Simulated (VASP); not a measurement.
Input of a VASP 6.6.1 run:

The input INCAR:

```
ALGO = Fast ; EDIFF = 1E-6
ENCUT = 520 ; GGA = PE
ISIF = 2 ; ISMEAR = 0
LASPH = True ; LCHARG = False
LREAL = False ; LWAVE = False
NBANDS = 11 ; NELM = 60
PREC = Accurate ; SIGMA = 0.1
```

The input KPOINTS:

```
k-points
0
Gamma
  14 14 14
```

Contents of POSCAR:

```
Hf
1.0
    0.0047064000      2.1293574000      2.1204996000
    2.1362838000     -0.0003774000      2.1255834000
    2.1530226000      2.1511800000     -0.0171162000
Hf
1
Direct
    0.0000000000      0.0000000000      0.0000000000
```

Potentials or basis: VASP PAW PBE potentials, release 64 (Hf_pv).

Command:

```console
$ cat potpaw_PBE.64/Hf_pv/POTCAR > POTCAR
$ mpirun -np 1 vasp_std > vasp.out
```

Predict the pressure.

17.9 GPa.

Estimate the band gap on the k mesh.

zero (band 5 reaches 7.01 eV, above the bottom of band 6 at 4.92 eV).

Stress tensor (GPa, compression positive):
```
17.77 -0.81  0.46
-0.81 17.85  0.86
 0.46  0.86 18.14
```

Caveat: the cell differs from its parent crystal (the cell strained at random); spin-orbit coupling is left out, which moves the levels of the heavy elements.
